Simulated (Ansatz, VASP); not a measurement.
**Two plane-wave programs on AlCo3**

INCAR

```
SYSTEM = AlCo3
PREC = Accurate ; ENCUT = 520
EDIFF = 1E-6 ; ISMEAR = 1
SIGMA = 0.15 ; LREAL = .False.
LASPH = .True. ; NELM = 150
ALGO = Normal ; ISIF = 2
LWAVE = .False. ; LCHARG = .True.
ISPIN = 2 ; MAGMOM = 0 2.5 2.5 2.5
LORBIT = 11 ; LMAXMIX = 4
GGA = CA ; LELF = .True.
LVHAR = .True. ; NBANDS = 27
```

File KPOINTS:

```
regular mesh
0
Gamma
  7 7 7
  0 0 0
```

File POSCAR:

```
AlCo3
1.0
    3.5509563240      0.0000000000      0.0000000000
    0.0000000000      3.5509563240      0.0000000000
    0.0000000000      0.0000000000      3.5509563240
Al Co
1 3
Direct
    0.0000000000      0.0000000000      0.0000000000
    0.5000000000      0.5000000000      0.0000000000
    0.5000000000      0.0000000000      0.5000000000
    0.0000000000      0.5000000000      0.5000000000
```

Input for Ansatz:

```yaml
crystal:
  lattice:
    - [3.5509563240364663, 0.0, 0.0]
    - [0.0, 3.5509563240364663, 0.0]
    - [0.0, 0.0, 3.5509563240364663]
  atoms:
    - { symbol: Al, position: [0.0, 0.0, 0.0] }
    - { symbol: Co, position: [0.5, 0.5, 0.0], spin: 2.5 }
    - { symbol: Co, position: [0.5, 0.0, 0.5], spin: 2.5 }
    - { symbol: Co, position: [0.0, 0.5, 0.5], spin: 2.5 }
basis:
  ecutwfc: 489.804952427784
  ecutrho_ratio: 4
kpoints:
  mp_grid:
    grid: [7, 7, 7]
hamiltonian:
  xc: lda
magnetization:
  spin_polarized: true
scf:
  max_iter: 60
  lower_state_search: standard
  occupations:
    method: cold
    width: 0.15
```

Alike in both runs: task single point; functional LDA; k mesh 7 × 7 × 7; collinear spin.

|  | VASP | Ansatz |
| --- | --- | --- |
| version | VASP 6.6.1 | Ansatz 0.2.0 |
| potentials or method | VASP PAW LDA potentials, release 64 (Al, Co), cutoff 520 eV | plane waves, PAW |
| occupations | methfessel-paxton of order 1, width 0.15 eV | cold, width 0.15 eV |
| valence electrons in the cell | 30 | 54 |

|  | VASP | Ansatz | Ansatz less VASP |
| --- | --- | --- | --- |
| net moment per atom (μB) | 0.91 | 0.96 | +0.049 |
| size of the moment on the site where the two differ most (μB) | 1.23 | 1.31 | +0.085 |

LDA's correlation is that of Perdew and Zunger in VASP and of Perdew and Wang (1992) in Ansatz. Site moments also hang on the region over which each program counts them. VASP's potentials hold 30 valence electrons a cell and Ansatz's 54, so a difference there can come from the potentials and not from the codes. Ansatz's warnings: stability check not made.
